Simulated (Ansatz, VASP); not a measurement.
# Ta3N in VASP and in Ansatz

```
Ta N
1.0
     3.03222    0.00000    0.00000
    -1.51611    2.62598    0.00000
     0.00000    0.00000    7.52414
Ta N
3 1
Direct
  0.66667 0.33333 0.82607
  0.33333 0.66667 0.17393
  0.00000 0.00000 0.50000
  0.00000 0.00000 0.00000
```

Alike in both runs: task relaxation of cell and atoms; functional BLYP; k mesh 7 × 7 × 3; occupations fermi-dirac, width 0.05 eV; no spin polarisation.

|  | VASP | Ansatz |
| --- | --- | --- |
| version | VASP 6.6.1 | Ansatz 0.2.0 |
| potentials or method | VASP PAW PBE potentials, release 64 (Ta_pv, N) | Ansatz PAW |
| plane-wave cutoff (eV) | 600 | 420 |
| valence electrons in the cell | 38 | 44 |

|  | VASP | Ansatz | Ansatz less VASP |
| --- | --- | --- | --- |
| gap on the k mesh at the Fermi level, each at its own relaxed structure (eV) | none | none | - |
| relaxed volume (Å³/atom) | 15.48 | 15.40 | -0.075 |
| relaxed cell length with the largest relative difference (Å) | 7.773 | 7.754 | -0.0185 |

VASP's potentials were made for PBE, not for BLYP. A gap of «none» marks a metal or a gap that the smearing closes. VASP's potentials hold 38 valence electrons a cell and Ansatz's 44, so a difference there can come from the potentials and not from the codes.

Neither program's run includes spin-orbit coupling. Noted on Ansatz's run: the plane-wave basis is chosen anew once the cell has moved, so the energies of steps on either side of that aren't comparable.
